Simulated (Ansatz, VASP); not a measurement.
One calculation of PbO, two programs

```
Pb O
1.0
     5.93896    0.00000    0.00000
     0.00000    5.53604    0.00000
     0.00000    0.00000    4.71493
Pb O
4 4
Direct
  0.22896 0.98857 0.25000
  0.77104 0.01143 0.75000
  0.22896 0.51143 0.75000
  0.77104 0.48857 0.25000
  0.86462 0.09212 0.25000
  0.13538 0.90788 0.75000
  0.86462 0.40788 0.75000
  0.13538 0.59212 0.25000
```

Alike in both runs: functional PBEsol; k mesh 4 × 6 × 6; occupations fermi-dirac, width 0.02 eV; no spin polarisation.

Ansatz relaxed the structure, and its values are those at the end. VASP's run is a single point on that final structure, the one shown.

```csv
,VASP,Ansatz
version,VASP 6.6.1,Ansatz 0.2.0
potentials or method,"VASP PAW PBE potentials, release 64 (Pb_d, O), cutoff 520 eV",PAW plane waves
valence electrons in the cell,80,80
```

|  | VASP | Ansatz | Ansatz less VASP |
| --- | --- | --- | --- |
| gap on the k mesh at the Fermi level (eV) | 2.05 | 2.06 | +0.006 |
| pressure (GPa) | 0.0 | 0.0 | -0.06 |
| rms of the force components (eV/Å) | 0.016 | 0.003 | -0.0131 |

VASP's potentials were made for PBE, not for PBEsol, and Ansatz warns of the same on its side. With one functional, cell and mesh, what is left measures potentials, basis and numerics.

Neither program's run includes spin-orbit coupling.
